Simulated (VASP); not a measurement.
Wanted: the native input for a VASP 6.6.1 run.

| Item | Value |
| --- | --- |
| Task | single point |
| Functional | PBE |
| Dispersion | D4 |
| Potentials or basis | VASP PAW PBE potentials, release 64 (Ga_d, N) |
| Cutoff | 520 eV |
| k mesh | 10 × 10 × 10 |
| Occupations | fermi-dirac, width 0.05 eV |
| Spin | no spin polarisation |
| Dipole correction | no |
| Further INCAR settings | ALGO = Normal; EDIFF = 1e-06; NBANDS = 16 |

The structure of GaN lies in POSCAR:

```
GaN
1.0
    0.0000000000      2.2074978911      2.2074978911
    2.2074978911      0.0000000000      2.2074978911
    2.2074978911      2.2074978911      0.0000000000
Ga N
1 1
Direct
    0.0000000000      0.0000000000      0.0000000000
    0.2500000000      0.2500000000      0.2500000000
```

One way to write it, as run:

INCAR

```
SYSTEM = GaN
ALGO = Normal
EDIFF = 1E-6
ENCUT = 520
GGA = PE
ISIF = 2
ISMEAR = -1
IVDW = 13
LASPH = .TRUE.
LCHARG = .FALSE.
LREAL = .FALSE.
LWAVE = .FALSE.
NBANDS = 16
NELM = 80
PREC = Accurate
SIGMA = 0.05
```

KPOINTS

```
k-points
0
G
  10 10 10
  0 0 0
```

Potentials or basis: VASP PAW PBE potentials, release 64 (Ga_d, N).

Command:

```console
$ cat potpaw_PBE.64/Ga_d/POTCAR potpaw_PBE.64/N/POTCAR > POTCAR
$ mpirun -np 1 vasp_std > vasp.out
```

It gave:

| Item | Value |
| --- | --- |
| Pressure | 12.3 GPa |
| Band gap on the k mesh | 2.12 eV, direct |
| Dispersion energy per atom | -0.426 eV |

Run time: 8.5 s on 1 thread of Intel Xeon 6975P-C (shared host), peak memory 0.15 GiB.
